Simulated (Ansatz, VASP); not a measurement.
MnO: VASP beside Ansatz

Contents of INCAR:

```
PREC = Accurate ; ENCUT = 520
EDIFF = 1E-6 ; ISMEAR = -1
SIGMA = 0.05 ; LREAL = False
LASPH = True ; NELM = 150
ALGO = Normal ; ISIF = 2
LWAVE = False ; LCHARG = False
ISPIN = 2 ; MAGMOM = 5 0
LORBIT = 11 ; LMAXMIX = 4
GGA = PE ; NBANDS = 20
```

KPOINTS

```
regular mesh
0
Gamma
  10 10 10
```

The input POSCAR:

```
MnO
1.0
    0.0000000000      2.2070871268      2.2070871268
    2.2070871268      0.0000000000      2.2070871268
    2.2070871268      2.2070871268      0.0000000000
Mn O
1 1
Direct
    0.0000000000      0.0000000000      0.0000000000
    0.5000000000      0.5000000000      0.5000000000
```

Contents of input.yaml:

```yaml
crystal:
  lattice:
    - [0.0, 2.2070871268, 2.2070871268]
    - [2.2070871268, 0.0, 2.2070871268]
    - [2.2070871268, 2.2070871268, 0.0]
  atoms:
    - { symbol: Mn, position: [0.0, 0.0, 0.0], spin: 5.0 }
    - { symbol: O, position: [0.5, 0.5, 0.5] }
kpoints:
  mp_grid: { grid: [10, 10, 10] }
scf:
  occupations: { method: fermi_dirac, width: 0.05 }
hamiltonian:
  xc: pbe
  pseudopotentials: { kind: all_electron, lapw: { basis_error: 0.0005 } }
magnetization:
  spin_polarized: true
output:
  forces: true
  stress: true
  eigenvalues: true
```

Change from the starting cell: volume scaled by 0.98.

Alike in both runs: task single point; functional PBE; k mesh 10 × 10 × 10; occupations fermi-dirac, width 0.05 eV; collinear spin.

```csv
,VASP,Ansatz
version,VASP 6.6.1,Ansatz 0.2.0
potentials or method,"VASP PAW PBE potentials, release 64 (Mn_pv, O), cutoff 520 eV","all-electron LAPW, scalar-relativistic"
```

VASP gave:

```
gap on the k mesh at the Fermi level (eV)                     : none
pressure (GPa)                                                : 2.9
net moment per atom (μB)                                      : 2.37
size of the moment on the site where the two differ most (μB) : 0.20
```

Q: Which values does Ansatz return?

A: gap on the k mesh at the Fermi level (eV): none; pressure (GPa): 2.7; net moment per atom (μB): 2.37; size of the moment on the site where the two differ most (μB): 0.23.

Site moments also hang on the region over which each program counts them. A gap of «none» marks a metal or a gap that the smearing closes. Ansatz ran all-electron here, and VASP with PAW potentials.
